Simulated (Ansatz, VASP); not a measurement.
## GaN: VASP beside Ansatz

INCAR

```
PREC = Accurate ; ENCUT = 600
EDIFF = 1E-7 ; ISMEAR = 1
SIGMA = 0.02 ; LREAL = F
LASPH = T ; NELM = 80
ALGO = Normal ; ISIF = 3
LWAVE = F ; LCHARG = F
GGA = PE ; IVDW = 13
IBRION = 2 ; NSW = 80
EDIFFG = -0.05
```

File KPOINTS:

```
regular mesh
0
Gamma
  8 8 8
```

Contents of POSCAR:

```
GaN
1.0
    0.0000000000      2.2535006100      2.2535006100
    2.2535006100      0.0000000000      2.2535006100
    2.2535006100      2.2535006100      0.0000000000
Ga N
1 1
Direct
    0.0000000000      0.0000000000      0.0000000000
    0.7500000000      0.7500000000      0.7500000000
```

Input for Ansatz:

```yaml
crystal:
  lattice:
    - [0.0, 2.25350061, 2.25350061]
    - [2.25350061, 0.0, 2.25350061]
    - [2.25350061, 2.25350061, 0.0]
  atoms:
    - { symbol: Ga, position: [0.0, 0.0, 0.0] }
    - { symbol: "N", position: [0.75, 0.75, 0.75] }
basis:
  ecutwfc: 571.4391111657479
kpoints:
  mp_grid:
    grid: [8, 8, 8]
hamiltonian:
  xc: pbe
  dispersion: d4
scf:
  occupations:
    method: cold
    width: 0.02
relax:
  f_tol: 0.05
  cell: {}
```

Alike in both runs: task relaxation of cell and atoms; functional PBE; dispersion D4; k mesh 8 × 8 × 8; no spin polarisation.

|  | VASP | Ansatz |
| --- | --- | --- |
| version | VASP 6.6.1 | Ansatz 0.2.0 |
| potentials or method | VASP PAW PBE potentials, release 64 (Ga_d, N), cutoff 600 eV | plane waves, PAW |
| occupations | methfessel-paxton of order 1, width 0.02 eV | cold, width 0.02 eV |
| valence electrons in the cell | 18 | 18 |

VASP gave:

- relaxed volume (Å³/atom): 11.35
- relaxed cell length with the largest relative difference (Å): 3.179

**Question.** What did Ansatz give for the same quantities?

**Answer.** Relaxed volume (Å³/atom): 11.40; relaxed cell length with the largest relative difference (Å): 3.183.
